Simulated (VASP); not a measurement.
Write the native input for VASP 6.6.1 that does the following.

```yaml
Task: single point
Functional: r2SCAN
Potentials_or_basis: VASP PAW PBE potentials, release 64 (Na_pv, I)
Cutoff: 520 eV
k_mesh: 6 × 6 × 6
Occupations: gaussian, width 0.01 eV
Spin: no spin polarisation
Dipole_correction: no
Further_INCAR_settings: ALGO = Normal; EDIFF = 1e-06; NBANDS = 14
```

Crystal: NaI.

```xyz
2
Lattice="4.2603 0.0000 0.0000 0.0000 4.0405 0.0000 0.0000 0.0000 4.0405" Properties=species:S:1:pos:R:3 pbc="T T T"
Na    0.0000    0.0000    0.0000
I     2.1302    2.0203    2.0203
```

This cell differs from its parent crystal: uniaxial x strain +5.4%.

One way to write it, as run:

POSCAR

```
NaI
1.0
    4.2603417203      0.0000000000      0.0000000000
    0.0000000000      4.0405365329      0.0000000000
    0.0000000000      0.0000000000      4.0405365329
Na I
1 1
Direct
    0.0000000000      0.0000000000      0.0000000000
    0.5000000000      0.5000000000      0.5000000000
```

INCAR.step1

```
SYSTEM = NaI
ALGO     = Normal         ! electronic algorithm
EDIFF    = 1E-4           ! SCF threshold, eV
ENCUT    = 520            ! plane-wave cutoff, eV
GGA      = PE             ! functional
ISMEAR   = 0              ! smearing method
LASPH    = .TRUE.         ! aspherical terms in the spheres
LCHARG   = .FALSE.        ! write CHGCAR
LREAL    = .FALSE.        ! projectors in reciprocal space
LWAVE    = .TRUE.         ! write WAVECAR
NBANDS   = 14             ! bands
NELM     = 60             ! most SCF steps
PREC     = Accurate       ! precision mode
SIGMA    = 0.01           ! smearing width, eV
```

INCAR.step2

```
SYSTEM = NaI
ALGO     = Normal         ! electronic algorithm
EDIFF    = 1E-6           ! SCF threshold, eV
ENCUT    = 520            ! plane-wave cutoff, eV
ISIF     = 2              ! what is computed and relaxed
ISMEAR   = 0              ! smearing method
ISTART   = 1            
LASPH    = .TRUE.         ! aspherical terms in the spheres
LCHARG   = .FALSE.        ! write CHGCAR
LMIXTAU  = .TRUE.       
LREAL    = .FALSE.        ! projectors in reciprocal space
LWAVE    = .FALSE.        ! write WAVECAR
METAGGA  = R2SCAN         ! meta-GGA
NBANDS   = 14             ! bands
NELM     = 60             ! most SCF steps
PREC     = Accurate       ! precision mode
SIGMA    = 0.01           ! smearing width, eV
```

KPOINTS

```
k-points
0
G
  6 6 6
  0 0 0
```

Potentials or basis: VASP PAW PBE potentials, release 64 (Na_pv, I).

Launch:

```console
$ cat potpaw_PBE.64/Na_pv/POTCAR potpaw_PBE.64/I/POTCAR > POTCAR
$ cp INCAR.step1 INCAR
$ mpirun -np 1 vasp_std > vasp.out
$ cp INCAR.step2 INCAR
$ mpirun -np 1 vasp_std > vasp.out
```

Results of the run:

* Pressure: -0.8 GPa
* Band gap on the k mesh: 2.81 eV (least direct gap 3.26 eV)

Caveat: the cell differs from its parent crystal (uniaxial x strain +5.4%); the PAW data sets were made with another functional, which shifts forces and pressure a little; spin-orbit coupling is left out, which moves the levels of the heavy elements.

Run time: 35 s on 1 thread of Intel(R) Xeon(R) 6975P-C (Granite Rapids), with other jobs on the host, peak memory 0.19 GiB.
